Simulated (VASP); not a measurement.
Here is a VASP 6.6.1 calculation.

INCAR

```
PREC     = Accurate       # precision mode
ENCUT    = 500            # plane-wave cutoff, eV
EDIFF    = 1E-8           # SCF threshold, eV
ISMEAR   = 0              # smearing method
SIGMA    = 0.01           # smearing width, eV
LREAL    = F              # projectors in reciprocal space
LASPH    = T              # aspherical terms in the spheres
NELM     = 120            # most SCF steps
ALGO     = Normal         # electronic algorithm
ISIF     = 2              # what is computed and relaxed
LWAVE    = F              # write WAVECAR
LCHARG   = F              # write CHGCAR
GGA      = CA             # functional
IBRION   = 8              # ionic algorithm
NSW      = 1              # ionic steps
LEPSILON = T              # dielectric tensor by DFPT
GGA_COMPAT= F
```

KPOINTS

```
Automatic mesh
0
Gamma
  8 8 8
```

The input POSCAR:

```
CaS
1.0
    0.0000000000      2.8081000000      2.8081000000
    2.8081000000      0.0000000000      2.8081000000
    2.8081000000      2.8081000000      0.0000000000
Ca S
1 1
Direct
    0.0000000000      0.0000000000      0.0000000000
    0.5000000000      0.5000000000      0.5000000000
```

Potentials or basis: VASP PAW LDA potentials, release 64 (Ca_sv, S).

Launch:

```console
$ cat potpaw_LDA.64/Ca_sv/POTCAR potpaw_LDA.64/S/POTCAR > POTCAR
$ mpirun -np 1 vasp_std > vasp.out
```

Task: Predict the electronic dielectric tensor (diagonal).

Result: 5.34.

Task: Predict the Born charges (mean of the diagonal).

Result: Ca +2.36; S -2.36 e.

Task: What does it give for the highest phonon frequency at Γ, LO-TO splitting left out?

Result: 230 cm⁻¹.

Phonon frequencies in cm⁻¹ (negative: imaginary):
| q point | frequencies |
| --- | --- |
| (0.000, 0.000, 0.000) | 0 0 0 230 230 230 |

Caveat: the cell stands under pressure or tension, which shifts response properties.
